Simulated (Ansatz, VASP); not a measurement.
**Ga2Sb2CO in VASP and in Ansatz**

File INCAR:

```
PREC = Accurate
ENCUT = 520
EDIFF = 1E-7
ISMEAR = 0
SIGMA = 0.1
LREAL = F
LASPH = T
NELM = 80
ALGO = Normal
ISIF = 2
LWAVE = F
LCHARG = F
LDIPOL = T
IDIPOL = 3
DIPOL = 0.5 0.5 0.361
GGA = PE
IVDW = 12
NBANDS = 32
```

File KPOINTS:

```
Automatic mesh
0
Gamma
  6 6 1
```

File POSCAR:

```
Ga2Sb2CO
1.0
    4.3343814621      0.0000000000      0.0000000000
   -2.1671907311      3.7536844559      0.0000000000
    0.0000000000      0.0000000000     23.3197422777
Sb Ga O C
2 2 1 1
Direct
    0.0000000000      0.0000000000      0.1715284823
    0.3333333333      0.6666666667      0.3301590654
    0.3333333333      0.6666666667      0.2094685204
    0.6666666667      0.3333333333      0.3632005095
    1.5555555556      0.7777777778      0.5218643557
    1.5555555556      0.7777777778      0.5711787943
```

Input for Ansatz:

```yaml
crystal:
  lattice:
    - [4.3343814621, 0.0, 0.0]
    - [-2.1671907311, 3.7536844559, 0.0]
    - [0.0, 0.0, 23.3197422777]
  atoms:
    - { symbol: Sb, position: [0.0, 0.0, 0.1715284823] }
    - { symbol: Ga, position: [0.3333333333, 0.6666666667, 0.2094685204] }
    - { symbol: Sb, position: [0.3333333333, 0.6666666667, 0.3301590654] }
    - { symbol: Ga, position: [0.6666666667, 0.3333333333, 0.3632005095] }
    - { symbol: O, position: [1.5555555556, 0.7777777778, 0.5218643557] }
    - { symbol: C, position: [1.5555555556, 0.7777777778, 0.5711787943] }
basis:
  ecutwfc: 420
kpoints:
  mp_grid: { grid: [6, 6, 1] }
hamiltonian:
  xc: pbe
  pseudopotentials: { kind: paw, azcp: { folder: soft_1 } }
  dispersion: d3bj
scf:
  occupations: { method: gaussian, width: 0.1 }
output:
  forces: true
  eigenvalues: true
efield:
  axis: 3
  dipole_correction: true
  ramp_width: 0.04
```

Alike in both runs: task single point; functional PBE; dispersion D3(BJ); k mesh 6 × 6 × 1; occupations gaussian, width 0.1 eV; no spin polarisation.

|  | VASP | Ansatz |
| --- | --- | --- |
| version | VASP 6.6.1 | Ansatz 0.2.0 |
| potentials or method | VASP PAW PBE potentials, release 64 (Sb, Ga_d, O, C), cutoff 520 eV | scalar-relativistic, plane waves, PAW |
| valence electrons in the cell | 46 | 66 |

Ansatz gave:

```
gap on the k mesh at the Fermi level (eV) : 0.04
least direct gap on the mesh (eV)         : 0.15
rms of the force components (eV/Å)        : 0.507
```

Task: Which values does VASP return?

Result: gap on the k mesh at the Fermi level (eV): 0.04; least direct gap on the mesh (eV): 0.14; rms of the force components (eV/Å): 0.240.

One of these differences is far larger than is usual between the two programs; its cause wasn't traced. VASP's potentials hold 46 valence electrons a cell and Ansatz's 66, so a difference there can come from the potentials and not from the codes.

Spin-orbit coupling is off throughout. Noted on VASP's run: the standard files for N, O and F lose accuracy on very short bonds.
